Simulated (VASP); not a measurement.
# ZnSe (F-43m) in VASP: vibrations by perturbation theory with LDA

Aim: the vibrations by perturbation theory of ZnSe with LDA.

All numbers are computed with VASP 6.6.1; they aren't measurements. Logs are shortened: lines on timing, memory, paths and dates and some standing lists are left out, and cuts for length are marked.

## 1. The cell of the first run

Symmetry: F-43m, No. 216, cubic system. Conventional cell: a = 5.567 Å, b = 5.567 Å, c = 5.567 Å, α = 90.00°, β = 90.00°, γ = 90.00°. Within 3.2 Å of Zn (site symmetry -43m) lie 4 Se at 2.41 Å. Se (site symmetry -43m) has 4 Zn at 2.41 Å within 3.2 Å.

## 2. Vibrations by perturbation theory, LDA

The input, INCAR:

```
ALGO     = Normal         # electronic algorithm
EDIFF    = 1E-8           # SCF threshold, eV
ENCUT    = 520            # plane-wave cutoff, eV
IBRION   = 8              # ionic algorithm
ISIF     = 2              # what is computed and relaxed
ISMEAR   = 0              # smearing method
LASPH    = T              # aspherical terms in the spheres
LCHARG   = F              # write CHGCAR
LEPSILON = T              # dielectric tensor by DFPT
LREAL    = F              # projectors in reciprocal space
LWAVE    = F              # write WAVECAR
NELM     = 100            # most SCF steps
NSW      = 1              # ionic steps
PREC     = Accurate       # precision mode
SIGMA    = 0.01           # smearing width, eV
```

The input, KPOINTS:

```
k-points
0
Gamma
  12 12 12
```

The input, POSCAR:

```
ZnSe
1.0
    0.0000000000      2.7836616796      2.7836616796
    2.7836616796      0.0000000000      2.7836616796
    2.7836616796      2.7836616796      0.0000000000
Zn Se
1 1
Direct
    0.0000000000      0.0000000000      0.0000000000
    0.2500000000      0.2500000000      0.2500000000
```

Potentials or basis: VASP PAW LDA potentials, release 64 (Zn, Se).

Started as:

```console
> cat potpaw_LDA.64/Zn/POTCAR potpaw_LDA.64/Se/POTCAR > POTCAR
> mpirun -np 1 vasp_std > vasp.out
```

OUTCAR:

```text
EDIFF = 1E-8
   ENCUT = 520
   IBRION = 8
   ISIF = 2
   ISMEAR = 0
   LASPH = T
   LEPSILON = T
   LREAL = F
   NELM = 100
   NSW = 1
   PREC = Accurate

 ion  position               nearest neighbor table
   1  0.000  0.000  0.000-   2 2.41   2 2.41   2 2.41   2 2.41
   2  0.250  0.250  0.250-   1 2.41   1 2.41   1 2.41   1 2.41

  LATTYP: Found a face centered cubic cell.
 ALAT       =     5.5673233592

  Lattice vectors:

 A1 = (   0.0000000000,   2.7836616796,   2.7836616796)
 A2 = (   2.7836616796,   0.0000000000,   2.7836616796)
 A3 = (   2.7836616796,   2.7836616796,   0.0000000000)

Analysis of symmetry for initial positions (statically):
=====================================================================
 Subroutine PRICEL returns:
 Original cell was already a primitive cell.

 Routine SETGRP: Setting up the symmetry group for a
 face centered cubic supercell.

 Subroutine GETGRP returns: Found 24 space group operations
 (whereof 24 operations were pure point group operations)
 out of a pool of 48 trial point group operations.

The static configuration has the point symmetry T_d .

Analysis of symmetry for dynamics (positions and initial velocities):
=====================================================================
 Subroutine PRICEL returns:
 Original cell was already a primitive cell.

 Routine SETGRP: Setting up the symmetry group for a
 face centered cubic supercell.

 Subroutine GETGRP returns: Found 24 space group operations
 (whereof 24 operations were pure point group operations)
 out of a pool of 48 trial point group operations.

The dynamic configuration has the point symmetry T_d .

 Subroutine INISYM returns: Found 24 space group operations
 (whereof 24 operations are pure point group operations),
 and found     1 'primitive' translations

----------------------------------------------------------------------------------------

                                     Primitive cell

  volume of cell :      43.1399

  direct lattice vectors                    reciprocal lattice vectors
     0.000000000  2.783661680  2.783661680    -0.179619529  0.179619529  0.179619529
     2.783661680  0.000000000  2.783661680     0.179619529 -0.179619529  0.179619529
     2.783661680  2.783661680  0.000000000     0.179619529  0.179619529 -0.179619529

  length of vectors
     3.936692100  3.936692100  3.936692100     0.311110150  0.311110150  0.311110150

  position of ions in fractional coordinates (direct lattice)
     0.000000000  0.000000000  0.000000000
     0.250000000  0.250000000  0.250000000

  ion indices of the primitive-cell ions
   primitive index   ion index
                 1           1
                 2           2

----------------------------------------------------------------------------------------

 KPOINTS: k-points

Automatic generation of k-mesh.
 Grid dimensions read from file:
 generate k-points for:   12   12   12

 Generating k-lattice:

  Cartesian coordinates                     Fractional coordinates (reciprocal lattice)
    -0.014968294  0.014968294  0.014968294     0.083333333  0.000000000  0.000000000
[... 533 lines left out ...]
  ---------------------------------------------------
  ---------------------------------------------------
  free energy    TOTEN  =        -0.82160077 eV

  energy without entropy =       -0.82160077

------------------------ aborting loop because EDIFF is reached ----------------------------------------

--------------------------------------- Ionic step        2  -------------------------------------------

------------------------ aborting loop because EDIFF is reached ----------------------------------------

--------------------------------------- Ionic step        3  -------------------------------------------

------------------------ aborting loop because EDIFF is reached ----------------------------------------

 PIEZOELECTRIC TENSOR FIELD DIRECTION 3  (e Angst)
 -----------------------------------------------------------------------------
    -0.00061 -1.83013  0.00000           (  0.00000  0.02778  0.00000)
    -1.83013 -0.00061  0.00000           (  0.02778  0.00000  0.00000)
     0.00000  0.00000 -0.00097           (  0.00000  0.00000 -0.00000)

 PIEZOELECTRIC TENSOR FIELD DIRECTION 3  (C/m^2)
 -----------------------------------------------------------------------------
    -0.00023 -0.67969  0.00000
    -0.67969 -0.00023  0.00000
     0.00000  0.00000 -0.00036

--------------------------------------- Ionic step        4  -------------------------------------------

------------------------ aborting loop because EDIFF is reached ----------------------------------------

[... ionic steps 5 to 6 ...]

--------------------------------------- Ionic step        7  -------------------------------------------

 Free energy of the ion-electron system (eV)
  ---------------------------------------------------
  ---------------------------------------------------
  free energy    TOTEN  =        -0.08236904 eV

  energy without entropy =       -0.08236904

------------------------ aborting loop because EDIFF is reached ----------------------------------------

 INTERNAL STRAIN TENSOR  FOR ION    2  DIRECTION 1   (eV/Angst):
 -----------------------------------------------------------------------------
     0.00159  0.00000  0.00000
     0.00000  0.00327 -6.29529
     0.00000 -6.29529  0.00327

 MACROSCOPIC STATIC DIELECTRIC TENSOR (including local field effects in DFT)
 ------------------------------------------------------
           7.521628     0.000000     0.000000
           0.000000     7.521628     0.000000
           0.000000     0.000000     7.521628
 ------------------------------------------------------

 PIEZOELECTRIC TENSOR (including local field effects)  for field in x, y, z        (e  Angst)
          XX          YY          ZZ          XY          YZ          ZX
  --------------------------------------------------------------------------------
  x    -0.00000     0.00000     0.00000     0.00000    -1.83923    -0.00000
  y    -0.00000     0.00000    -0.00000     0.00000     0.00000    -1.83923
  z     0.00000    -0.00000     0.00000    -1.83923     0.00000     0.00000

 PIEZOELECTRIC TENSOR (including local field effects)  for field in x, y, z        (C/m^2)
          XX          YY          ZZ          XY          YZ          ZX
  --------------------------------------------------------------------------------
  x    -0.00000     0.00000     0.00000     0.00000    -0.68307    -0.00000
  y    -0.00000     0.00000    -0.00000     0.00000     0.00000    -0.68307
  z     0.00000    -0.00000     0.00000    -0.68307     0.00000     0.00000

 BORN EFFECTIVE CHARGES (including local field effects) (in |e|, cummulative output)
 ---------------------------------------------------------------------------------
 ion    1
    1     1.96957     0.00000    -0.00000
    2    -0.00000     1.96957     0.00000
    3    -0.00000    -0.00000     1.96957
 ion    2
    1    -1.96957    -0.00000     0.00000
    2     0.00000    -1.96957    -0.00000
    3     0.00000     0.00000    -1.96957

 INTERNAL STRAIN TENSOR FOR ION    2 for displacements in x,y,z  (eV/Angst):
          X           Y           Z          XY          YZ          ZX
  --------------------------------------------------------------------------------
  x     0.00000     0.00000     0.00000     0.00000    -6.29529     0.00000
  y     0.00000     0.00000     0.00000     0.00000     0.00000    -6.29529
  z     0.00000     0.00000     0.00000    -6.29529     0.00000     0.00000

 SECOND DERIVATIVES (NOT SYMMETRIZED)
 ------------------------------------
               1X          1Y          1Z          2X          2Y          2Z
  1X    -6.301900    0.000000    0.000000    6.301900    0.000000    0.000000
  1Y     0.000000   -6.301900    0.000000    0.000000    6.301900    0.000000
  1Z     0.000000    0.000000   -6.301900    0.000000    0.000000    6.301900
  2X     6.381421    0.000000    0.000000   -6.381421    0.000000    0.000000
  2Y     0.000000    6.381421    0.000000    0.000000   -6.381421    0.000000
  2Z     0.000000    0.000000    6.381421    0.000000    0.000000   -6.381421

 Eigenvectors and eigenvalues of the dynamical matrix
 ----------------------------------------------------

   1 f  =    6.580751 THz    41.348079 2PiTHz  219.510229 cm-1    27.215788 meV
             X         Y         Z           dx          dy          dz
      0.000000  0.000000  0.000000    -0.000000   -0.000000   -0.737492
      1.391831  1.391831  1.391831    -0.000000   -0.000000    0.675356
[... 21 lines left out ...]
   6 f/i=    0.020550 THz     0.129122 2PiTHz    0.685489 cm-1     0.084990 meV
             X         Y         Z           dx          dy          dz
      0.000000  0.000000  0.000000    -0.037837   -0.003685    0.674285
      1.391831  1.391831  1.391831    -0.041318   -0.004024    0.736322

--------------------------------------------------------------------------------------------------------

 MACROSCOPIC STATIC DIELECTRIC TENSOR IONIC CONTRIBUTION
 ------------------------------------------------------
           2.565763    -0.000000    -0.000000
          -0.000000     2.565763     0.000000
          -0.000000     0.000000     2.565763
 ------------------------------------------------------

 ELASTIC MODULI CONTR FROM IONIC RELAXATION (kBar)
 Direction    XX          YY          ZZ          XY          YZ          ZX
 --------------------------------------------------------------------------------
 XX          -0.0000     -0.0000     -0.0000      0.0000      0.0000      0.0000
 YY          -0.0000     -0.0000     -0.0000      0.0000      0.0000      0.0000
 ZZ          -0.0000     -0.0000     -0.0000      0.0000      0.0000      0.0000
 XY           0.0000      0.0000      0.0000   -232.1851      0.0000      0.0000
 YZ           0.0000      0.0000      0.0000      0.0000   -232.1851      0.0000
 ZX           0.0000      0.0000      0.0000      0.0000      0.0000   -232.1851
 --------------------------------------------------------------------------------

 PIEZOELECTRIC TENSOR IONIC CONTR  for field in x, y, z        (C/m^2)
          XX          YY          ZZ          XY          YZ          ZX
  --------------------------------------------------------------------------------
  x     0.00000    -0.00000    -0.00000    -0.00000     0.72627     0.00000
  y    -0.00000    -0.00000    -0.00000     0.00000    -0.00000     0.72627
  z    -0.00000    -0.00000     0.00000     0.72627    -0.00000    -0.00000
```

Run time: 34 min. Hardware: 1 thread of Intel Xeon 8259CL, shared host; peak memory 0.5 GiB.

What came out:

- Electronic dielectric tensor (diagonal): 7.52
- Born charges (mean of the diagonal): Zn +1.97; Se -1.97 e
- Highest phonon frequency at Γ, LO-TO splitting left out: 220 cm⁻¹

Phonon frequencies in cm⁻¹ (negative: imaginary):
```csv
q point,frequencies
"(0.000, 0.000, 0.000)",-1 -1 -1 220 220 220
```

Electronic dielectric tensor:
```
7.52 0.00 0.00
0.00 7.52 0.00
0.00 0.00 7.52
```

Born effective charge tensors (e):
atom 1, Zn
```
1.97 0.00 0.00
0.00 1.97 0.00
0.00 0.00 1.97
```
atom 2, Se
```
-1.97  0.00  0.00
 0.00 -1.97  0.00
 0.00  0.00 -1.97
```
